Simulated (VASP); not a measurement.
# Si (Fd-3m) in VASP: further runs

Aim: see how the results for Si move with the level of theory and the settings. Levels: PBE, PBEsol, r2SCAN. Tasks: electric field gradients.

Program: VASP 6.6.1. These are calculated values, not measurements. Logs are shortened: lines on timing, memory, paths and dates and some standing lists are left out, and cuts for length are marked.

**1. The cell of the first run**

It takes space group Fd-3m (No. 227, cubic). The conventional cell has a = 5.431 Å, b = 5.431 Å, c = 5.431 Å, α = 90.00°, β = 90.00°, γ = 90.00°. Si (site symmetry -43m) has 4 Si at 2.35 Å within 3.1 Å.

**2. Electric field gradients, PBE**

The input, INCAR:

```
SYSTEM = Si
  ALGO = Normal
  EDIFF = 1E-8
  ENCUT = 400
  GGA = PE
  GGA_COMPAT = .FALSE.
  ISIF = 2
  ISMEAR = -1
  LASPH = .TRUE.
  LCHARG = .FALSE.
  LEFG = .TRUE.
  LREAL = .FALSE.
  LWAVE = .FALSE.
  NBANDS = 11
  NELM = 120
  PREC = Accurate
  SIGMA = 0.02
```

The input, KPOINTS:

```
k-points
0
G
  14 14 14
  0 0 0
```

The input, POSCAR:

```
Si
1.0
    0.0000000000      2.7153500000      2.7153500000
    2.7153500000      0.0000000000      2.7153500000
    2.7153500000      2.7153500000      0.0000000000
Si
2
Direct
    0.0000000000      0.0000000000      0.0000000000
    0.2500000000      0.2500000000      0.2500000000
```

Potentials or basis: VASP PAW PBE potentials, release 64 (Si).

Run with:

```
> cat potpaw_PBE.64/Si/POTCAR > POTCAR
> mpirun -np 1 vasp_std > vasp.out
```

OUTCAR:

```text
SYSTEM = Si
   EDIFF = 1E-8
   ENCUT = 400
   GGA = PE
   ISIF = 2
   ISMEAR = -1
   LASPH = .TRUE.
   LREAL = .FALSE.
   NELM = 120
   PREC = Accurate

 ion  position               nearest neighbor table
   1  0.000  0.000  0.000-   2 2.35   2 2.35   2 2.35   2 2.35
   2  0.250  0.250  0.250-   1 2.35   1 2.35   1 2.35   1 2.35

  LATTYP: Found a face centered cubic cell.
 ALAT       =     5.4307000000

  Lattice vectors:

 A1 = (   0.0000000000,   2.7153500000,   2.7153500000)
 A2 = (   2.7153500000,   0.0000000000,   2.7153500000)
 A3 = (   2.7153500000,   2.7153500000,   0.0000000000)

Analysis of symmetry for initial positions (statically):
=====================================================================
 Subroutine PRICEL returns:
 Original cell was already a primitive cell.

 Routine SETGRP: Setting up the symmetry group for a
 face centered cubic supercell.

 Subroutine GETGRP returns: Found 48 space group operations
 (whereof 24 operations were pure point group operations)
 out of a pool of 48 trial point group operations.

The static configuration has the point symmetry T_d .
 The point group associated with its full space group is O_h .

Analysis of symmetry for dynamics (positions and initial velocities):
=====================================================================
 Subroutine PRICEL returns:
 Original cell was already a primitive cell.

 Routine SETGRP: Setting up the symmetry group for a
 face centered cubic supercell.

 Subroutine GETGRP returns: Found 48 space group operations
 (whereof 24 operations were pure point group operations)
 out of a pool of 48 trial point group operations.

The dynamic configuration has the point symmetry T_d .
 The point group associated with its full space group is O_h .

 Subroutine INISYM returns: Found 48 space group operations
 (whereof 24 operations are pure point group operations),
 and found     1 'primitive' translations

----------------------------------------------------------------------------------------

                                     Primitive cell

  volume of cell :      40.0412

  direct lattice vectors                    reciprocal lattice vectors
     0.000000000  2.715350000  2.715350000    -0.184138325  0.184138325  0.184138325
     2.715350000  0.000000000  2.715350000     0.184138325 -0.184138325  0.184138325
     2.715350000  2.715350000  0.000000000     0.184138325  0.184138325 -0.184138325

  length of vectors
     3.840084797  3.840084797  3.840084797     0.318936934  0.318936934  0.318936934

  position of ions in fractional coordinates (direct lattice)
     0.000000000  0.000000000  0.000000000
     0.250000000  0.250000000  0.250000000

  ion indices of the primitive-cell ions
   primitive index   ion index
                 1           1
                 2           2

----------------------------------------------------------------------------------------

 KPOINTS: k-points

Automatic generation of k-mesh.
 Grid dimensions read from file:
 generate k-points for:   14   14   14

 Generating k-lattice:

  Cartesian coordinates                     Fractional coordinates (reciprocal lattice)
    -0.013152737  0.013152737  0.013152737     0.071428571  0.000000000  0.000000000
     0.013152737 -0.013152737  0.013152737     0.000000000  0.071428571  0.000000000
     0.013152737  0.013152737 -0.013152737     0.000000000  0.000000000  0.071428571

  Length of vectors
     0.022781210  0.022781210  0.022781210

  Shift w.r.t. Gamma in fractional coordinates (k-lattice)
     0.000000000  0.000000000  0.000000000

 Subroutine IBZKPT returns following result:
 ===========================================

 Found    104 irreducible k-points:

 Following reciprocal coordinates:
            Coordinates               Weight
  0.000000  0.000000  0.000000      1.000000
  0.071429  0.000000  0.000000      8.000000
  0.142857  0.000000  0.000000      8.000000
  0.214286  0.000000  0.000000      8.000000
  0.285714  0.000000  0.000000      8.000000
  0.357143  0.000000  0.000000      8.000000
[... 16 lines left out ...]
  0.214286  0.142857  0.000000     24.000000
  0.285714  0.142857  0.000000     24.000000
 [... further k-points ...]
   k-points           NKPTS =    104   k-points in BZ     NKDIM =    104   number of bands    NBANDS=     11
   number of dos      NEDOS =    301   number of ions     NIONS =      2
   total plane-waves  NPLWV =  21952
   dimension x,y,z NGX =    28 NGY =   28 NGZ =   28
   dimension x,y,z NGXF=    56 NGYF=   56 NGZF=   56
   ions per type =               2
   NGX,Y,Z   is equivalent  to a cutoff of  12.12, 12.12, 12.12 a.u.
   NGXF,Y,Z  is equivalent  to a cutoff of  24.24, 24.24, 24.24 a.u.
 SYSTEM =  Si
   PREC   = accura    normal or accurate (medium, high low for compatibility)
   ISTART =      0    job   : 0-new  1-cont  2-samecut
   ICHARG =      2    charge: 1-file 2-atom 10-const
   ISPIN  =      1    spin polarized calculation?
   LNONCOLLINEAR =      F non collinear calculations
   LSORBIT =      F    spin-orbit coupling
   LASPH  =      T    aspherical Exc in radial PAW
   ENCUT  =  400.0 eV  29.40 Ry    5.42 a.u.   6.26  6.26  6.26*2*pi/ulx,y,z
   NELM   =    120;   NELMIN=  2; NELMDL= -5     # of ELM steps
   EDIFF  = 0.1E-07   stopping-criterion for ELM
   LREAL  =      F    real-space projection
   EDIFFG = 0.1E-06   stopping-criterion for IOM
   NSW    =      0    number of steps for IOM
   IBRION =     -1    ionic relax: 0-MD 1-quasi-New 2-CG
   NFREE  =      0    steps in history (QN), initial steepest desc. (CG)
   ISIF   =      2    stress and relaxation
   ISYM   =      2    0-nonsym 1-usesym 2-fastsym
   POTIM  = 0.5000    time-step for ionic-motion
   TEBEG  =    0.0;   TEEND  =   0.0 temperature during run
   PSTRESS=    0.0 pullay stress
   NELECT =       8.0000    total number of electrons
   NUPDOWN=      -1.0000    fix difference up-down
   EMIN   =  10.00;   EMAX   =-10.00  energy-range for DOS
   EFERMI =   0.00;   METHOD = LEGACY
   ISMEAR =    -1;   SIGMA  =   0.02  broadening in eV -4-tet -1-fermi 0-gaus
   EFERMI_NEDOS =   21; number of points for ismear=-14 and -15
   IALGO  =     38    algorithm
   IMIX   =      4    mixing-type and parameters
     AMIX     =   0.40;   BMIX     =  1.00
     AMIX_MAG =   1.60;   BMIX_MAG =  1.00
  volume/ion in A,a.u.               =      20.02       135.11
  Fermi-wavevector in a.u.,A,eV,Ry     =   0.957052  1.808567 12.462245  0.915949
  Thomas-Fermi vector in A             =   2.086036
   LORBIT       =      0    0 simple, 1 ext, 2 COOP (PROOUT), +10 PAW based schemes
   GGA     = PE    functional components
   LHFCALC =     F    Hartree Fock is set to
   AEXX    =    0.0000 exact exchange contribution
   IVDW    =     0    specifies the selected vdW correction
   LEPSILON=     F    determine dielectric tensor
   LRPA    =     F    only Hartree local field effects (RPA)
 non-spin polarized calculation
  energy-cutoff  :      400.00
  volume of cell :       40.04
 maximum number of plane-waves:       748
 NGX is ok and might be reduce to    28
   NGX = 13   NGY = 13   NGZ = 13

 number of electron       8.0000001 magnetization

 Free energy of the ion-electron system (eV)
  ---------------------------------------------------
  ext. energy  EPLUGINS =         0.00000000
  ---------------------------------------------------
  free energy    TOTEN  =       -10.84460458 eV

  energy without entropy =      -10.84460458  energy(sigma->0) =      -10.84460458

 E-fermi :   6.1066     XC(G=0):  -9.4092

 val. band max:        5.8257291199   @ k =   0.0000   0.0000   0.0000
 cond. band min:       6.4000158800   @ k =   0.4286   0.4286   0.0000
 fundamental gap:      0.5742867601
 Fermi energy:         6.1066113940

 k-point     1 :       0.0000    0.0000    0.0000
  band No.  band energies     occupation
      1      -6.1317      2.00000
      2       5.8257      2.00000
      3       5.8257      2.00000
      4       5.8257      2.00000
      5       8.3918      0.00000
      6       8.3918      0.00000
      7       8.3918      0.00000
      8       9.1994      0.00000
      9      13.5480      0.00000
     10      13.5480      0.00000
     11      13.7859      0.00000
[... 309 lines left out ...]
 k-point    24 :       0.2857    0.1429    0.0000
  band No.  band energies     occupation
      1      -5.1682      2.00000
      2       2.0711      2.00000
      3       4.2730      2.00000
      4       4.3116      2.00000
      5       7.9042      0.00000
      6       9.7447      0.00000
      7      10.3833      0.00000
      8      10.5819      0.00000
      9      14.0059      0.00000
     10      14.3310      0.00000
     11      16.0562      0.00000

 [... further k-points ...]

------------------------ aborting loop because EDIFF is reached ----------------------------------------

  FORCE on cell =-STRESS in cart. coord.  units (eV):
  Direction    XX          YY          ZZ          XY          YZ          ZX
  --------------------------------------------------------------------------------------
  -------------------------------------------------------------------------------------
  Total        0.4834402      0.4834402      0.4834402     -0.0000000      0.0000000      0.0000000
  in kB       19.3439819     19.3439819     19.3439819     -0.0000000      0.0000000      0.0000000
  external PRESSURE =      19.3439819 kB  Pullay stress =       0.0000000 kB

 VOLUME and BASIS-vectors are now :
 -----------------------------------------------------------------------------
  energy-cutoff  :      400.00
  volume of cell :       40.04
      direct lattice vectors                 reciprocal lattice vectors
     0.000000000  2.715350000  2.715350000    -0.184138325  0.184138325  0.184138325
     2.715350000  0.000000000  2.715350000     0.184138325 -0.184138325  0.184138325
     2.715350000  2.715350000  0.000000000     0.184138325  0.184138325 -0.184138325

 POSITION                                       TOTAL-FORCE (eV/Angst)
 -----------------------------------------------------------------------------------
      0.00000      0.00000      0.00000         0.000000      0.000000      0.000000
      1.35767      1.35767      1.35767        -0.000000     -0.000000     -0.000000
 -----------------------------------------------------------------------------------
    total drift:                                0.000000      0.000000     -0.000000

  FREE ENERGIE OF THE ION-ELECTRON SYSTEM (eV)
  ---------------------------------------------------
  free  energy   TOTEN  =       -10.8446045784 eV

  energy  without entropy=      -10.8446045773  energy(sigma->0) =      -10.84460458

 Electric field gradients (V/A^2)
---------------------------------------------------------------------
 ion       V_xx      V_yy      V_zz      V_xy      V_xz      V_yz
---------------------------------------------------------------------
   1      -0.000     0.000     0.000    -0.000    -0.000    -0.000
   2      -0.000     0.000     0.000    -0.000    -0.000    -0.000
---------------------------------------------------------------------

 Electric field gradients after diagonalization (V/A^2)
 (convention: |V_zz| > |V_xx| > |V_yy|)
----------------------------------------------------------------------
 ion       V_xx      V_yy      V_zz     asymmetry (V_yy - V_xx)/ V_zz
----------------------------------------------------------------------
   1       0.000     0.000    -0.000       0.000
   2       0.000     0.000    -0.000       0.000
----------------------------------------------------------------------

           NMR quadrupolar parameters

 Cq : quadrupolar parameter    Cq=e*Q*V_zz/h
 eta: asymmetry parameters     (V_yy - V_xx)/ V_zz
 Q  : nuclear electric quadrupole moment in mb (millibarn)
----------------------------------------------------------------------
 ion       Cq(MHz)       eta       Q (mb)
----------------------------------------------------------------------
   1      -0.000       0.000       1.000
   2      -0.000       0.000       1.000
----------------------------------------------------------------------
```

Wall time 16 s (1 thread of Intel Xeon 6975P-C (Granite Rapids), shared host); peak memory 0.15 GiB.

Results:

```yaml
Free_energy: -10.8446 eV
Pressure: 1.9 GPa
Band_gap_on_the_k_mesh: 0.57 eV (least direct gap 2.57 eV)
Largest_electric_field_gradient_by_atom: under 0.05 V/Å² on every atom
```

Caveat: semilocal functionals underestimate gaps, and a narrow one can read as zero. A k mesh can miss the band edges.

[end of part 1 of 2]
